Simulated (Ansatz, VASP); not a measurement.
One calculation of CdF2, two programs

INCAR

```
SYSTEM = CdF2
PREC = Accurate
ENCUT = 520
EDIFF = 1E-6
ISMEAR = -1
SIGMA = 0.03
LREAL = .False.
LASPH = .True.
NELM = 60
ALGO = Normal
ISIF = 2
LWAVE = .False.
LCHARG = .True.
GGA = PE
LELF = .True.
LVHAR = .True.
NBANDS = 20
```

File KPOINTS:

```
Automatic mesh
0
Gamma
  7 7 7
  0 0 0
```

File POSCAR:

```
CdF2
1.0
    0.0000000000      2.7005188915      2.7005188915
    2.7005188915      0.0000000000      2.7005188915
    2.7005188915      2.7005188915      0.0000000000
Cd F
1 2
Direct
   -0.0900000000      0.0300000000      0.0300000000
    0.3400000000      0.2200000000      0.2200000000
    0.7500000000      0.7500000000      0.7500000000
```

Input for Ansatz:

```yaml
crystal:
  lattice:
    - [0.0, 2.7005188915, 2.7005188915]
    - [2.7005188915, 0.0, 2.7005188915]
    - [2.7005188915, 2.7005188915, 0.0]
  atoms:
    - { symbol: Cd, position: [-0.09, 0.03, 0.03] }
    - { symbol: F, position: [0.34, 0.22, 0.22] }
    - { symbol: F, position: [0.75, 0.75, 0.75] }
kpoints:
  mp_grid: { grid: [7, 7, 7] }
scf:
  occupations: { method: fermi_dirac, width: 0.03 }
hamiltonian:
  xc: pbe
  pseudopotentials: { kind: all_electron, lapw: { basis_error: 0.001 } }
output:
  forces: true
  stress: true
  eigenvalues: true
  populations: true
```

Change from the starting cell: shortest bond scaled by 0.76, LAPW.

Alike in both runs: task single point; functional PBE; k mesh 7 × 7 × 7; occupations fermi-dirac, width 0.03 eV; no spin polarisation.

|  | VASP | Ansatz |
| --- | --- | --- |
| version | VASP 6.6.1 | Ansatz 0.2.0 |
| potentials or method | VASP PAW PBE potentials, release 64 (Cd, F), cutoff 520 eV | all-electron LAPW, scalar-relativistic |

|  | VASP | Ansatz | Ansatz less VASP |
| --- | --- | --- | --- |
| gap on the k mesh at the Fermi level (eV) | 2.67 | 2.74 | +0.067 |
| pressure (GPa) | 29.0 | 26.5 | -2.48 |
| traceless stress, the component that is largest in VASP (GPa) | -19.26 | -17.44 | +1.824 |
| rms of the force components (eV/Å) | 4.736 | 4.318 | -0.4171 |

Atom by atom the forces differ by 0.417 eV/Å (rms over components). Ansatz ran all-electron here, and VASP with PAW potentials.
